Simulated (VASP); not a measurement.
Set up this calculation in VASP 6.6.1, as the native input.

| Item | Value |
| --- | --- |
| Task | single point |
| Functional | PBE |
| Potentials or basis | VASP PAW PBE potentials, release 64 (Y_sv, Os) |
| Cutoff | 600 eV |
| k mesh | 6 × 6 × 6 |
| Occupations | gaussian, width 0.1 eV |
| Spin | no spin polarisation |
| Dipole correction | no |
| Further INCAR settings | ALGO = Normal; EDIFF = 1e-06; NBANDS = 39 |

The structure of Y2Os lies in POSCAR:

```
Y2Os
1.0
    0.0000000000      4.0898835236      4.0898835236
    4.0898835236      0.0000000000      4.0898835236
    4.0898835236      4.0898835236      0.0000000000
Y Os
4 2
Direct
    0.6250000000      0.6250000000      0.6250000000
    0.1250000000      0.6250000000      0.6250000000
    0.6250000000      0.6250000000      0.1250000000
    0.6250000000      0.1250000000      0.6250000000
    0.0000000000      0.0000000000      1.0000000000
    0.2500000000      0.2500000000      0.2500000000
```

The input as run:

INCAR

```
PREC     = Accurate       # precision mode
ENCUT    = 600            # plane-wave cutoff, eV
EDIFF    = 1E-6           # SCF threshold, eV
ISMEAR   = 0              # smearing method
SIGMA    = 0.1            # smearing width, eV
LREAL    = F              # projectors in reciprocal space
LASPH    = T              # aspherical terms in the spheres
NELM     = 120            # most SCF steps
ALGO     = Normal         # electronic algorithm
ISIF     = 2              # what is computed and relaxed
LWAVE    = F              # write WAVECAR
LCHARG   = F              # write CHGCAR
GGA      = PE             # functional
NBANDS   = 39             # bands
GGA_COMPAT= F
```

KPOINTS

```
regular mesh
0
Gamma
  6 6 6
```

Potentials or basis: VASP PAW PBE potentials, release 64 (Y_sv, Os).

Run with:

```bash
$ cat potpaw_PBE.64/Y_sv/POTCAR potpaw_PBE.64/Os/POTCAR > POTCAR
$ mpirun -np 1 vasp_std > vasp.out
```

Results of the run:

| Property | Result |
| --- | --- |
| Pressure | -0.2 GPa |
| Band gap on the k mesh | zero (bands 30 and 31 overlap by 0.68 eV) |

Caveat: spin-orbit coupling is left out, which moves the levels of the heavy elements.

Wall time 3 min on 1 thread of AMD EPYC 7R43 64-Core Processor (Zen 3) (shared host), peak memory 0.35 GiB.
